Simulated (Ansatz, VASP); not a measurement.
# Two plane-wave programs on GaAs

```
Ga As
1.0
     0.00000    2.82685    2.82685
     2.82685    0.00000    2.82685
     2.82685    2.82685    0.00000
Ga As
1 1
Cartesian
  0.0000 0.0000 0.0000
  4.2403 4.2403 4.2403
```

Alike in both runs: task electric field gradients; functional LDA; k mesh 10 × 10 × 10; occupations fermi-dirac, width 0.08 eV; no spin polarisation.

```csv
,VASP,Ansatz
version,VASP 6.6.1,Ansatz 0.2.0
potentials or method,"VASP PAW LDA potentials, release 64 (Ga_d, As)","PAW with Ansatz's default frozen-core files, scalar-relativistic"
plane-wave cutoff (eV),520,420
valence electrons in the cell,18,28
```

```csv
,VASP,Ansatz,Ansatz less VASP
pressure (GPa),-1.6,-1.9,-0.28
```

LDA's correlation is that of Perdew and Zunger in VASP and of Perdew and Wang (1992) in Ansatz. VASP's potentials hold 18 valence electrons a cell and Ansatz's 28, so a difference there can come from the potentials and not from the codes.
